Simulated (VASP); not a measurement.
A run of VASP 6.6.1 is set up as follows.

File POSCAR:

```
Ti
1.0
    2.3053687268      0.0000000000      0.0000000000
    0.0000000000      2.3053687268      0.0000000000
    0.0000000000      0.0000000000      2.3053687268
Ti
1
Direct
    0.0000000000      0.0000000000      0.0000000000
```

INCAR.step1

```
ALGO = Normal
EDIFF = 1E-4
ENCUT = 520
GGA = PE
ISMEAR = -1
LASPH = True
LCHARG = False
LREAL = False
LWAVE = True
NBANDS = 12
NELM = 80
PREC = Accurate
SIGMA = 0.1
```

File INCAR.step2:

```
ALGO = Normal
EDIFF = 1E-6
ENCUT = 520
ISIF = 2
ISMEAR = -1
ISTART = 1
LASPH = True
LCHARG = False
LMIXTAU = True
LREAL = False
LWAVE = False
METAGGA = R2SCAN
NBANDS = 12
NELM = 80
PREC = Accurate
SIGMA = 0.1
```

File KPOINTS:

```
k-points
0
Gamma
  17 17 17
```

Potentials or basis: VASP PAW PBE potentials, release 64 (Ti_sv).

Run with:

```console
$ cat potpaw_PBE.64/Ti_sv/POTCAR > POTCAR
$ cp INCAR.step1 INCAR
$ mpirun -np 1 vasp_std > vasp.out
$ cp INCAR.step2 INCAR
$ mpirun -np 1 vasp_std > vasp.out
```

(1) What does it give for the pressure?

(2) Predict the band gap on the k mesh.

## Answers

(1) 62.4 GPa.

(2) zero (bands 6 and 7 overlap by 3.56 eV).

Caveat: the cell stands under pressure; the PAW data sets were made with another functional, which shifts forces and pressure a little.
